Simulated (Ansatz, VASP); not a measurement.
TaPb: VASP beside Ansatz

File INCAR:

```
PREC = Accurate ; ENCUT = 520
EDIFF = 1E-6 ; ISMEAR = 0
SIGMA = 0.1 ; LREAL = False
LASPH = True ; NELM = 80
ALGO = Normal ; ISIF = 2
LWAVE = False ; LCHARG = False
GGA = PE ; NBANDS = 20
```

KPOINTS

```
regular mesh
0
Gamma
  6 6 6
```

File POSCAR:

```
TaPb
1.0
    0.0000000000      3.0495213600      3.0495213600
    3.0495213600      0.0000000000      3.0495213600
    3.0495213600      3.0495213600      0.0000000000
Ta Pb
1 1
Direct
    0.5000000000      0.5000000000      0.5000000000
    0.0000000000      0.0000000000      0.0000000000
```

Input for Ansatz:

```yaml
crystal:
  lattice:
    - [0.0, 3.04952136, 3.04952136]
    - [3.04952136, 0.0, 3.04952136]
    - [3.04952136, 3.04952136, 0.0]
  atoms:
    - { symbol: Ta, position: [0.5, 0.5, 0.5] }
    - { symbol: Pb, position: [0.0, 0.0, 0.0] }
basis:
  ecutwfc: 420
kpoints:
  mp_grid: { grid: [6, 6, 6] }
hamiltonian:
  xc: pbe
scf:
  occupations: { method: gaussian, width: 0.1 }
  lower_state_search: "off"
output:
  forces: true
  stress: true
  eigenvalues: true
```

Alike in both runs: task single point; functional PBE; k mesh 6 × 6 × 6; occupations gaussian, width 0.1 eV; no spin polarisation.

|  | VASP | Ansatz |
| --- | --- | --- |
| version | VASP 6.6.1 | Ansatz 0.2.0 |
| potentials or method | VASP PAW PBE potentials, release 64 (Ta_pv, Pb_d), cutoff 520 eV | scalar-relativistic, plane waves, PAW |
| valence electrons in the cell | 25 | 27 |

```csv
,VASP,Ansatz,Ansatz less VASP
gap on the k mesh at the Fermi level (eV),none,none,-
pressure (GPa),-11.6,-11.6,+0.03
```

A gap of «none» marks a metal or a gap that the smearing closes. VASP's potentials hold 25 valence electrons a cell and Ansatz's 27, so a difference there can come from the potentials and not from the codes.

Spin-orbit coupling is off throughout.
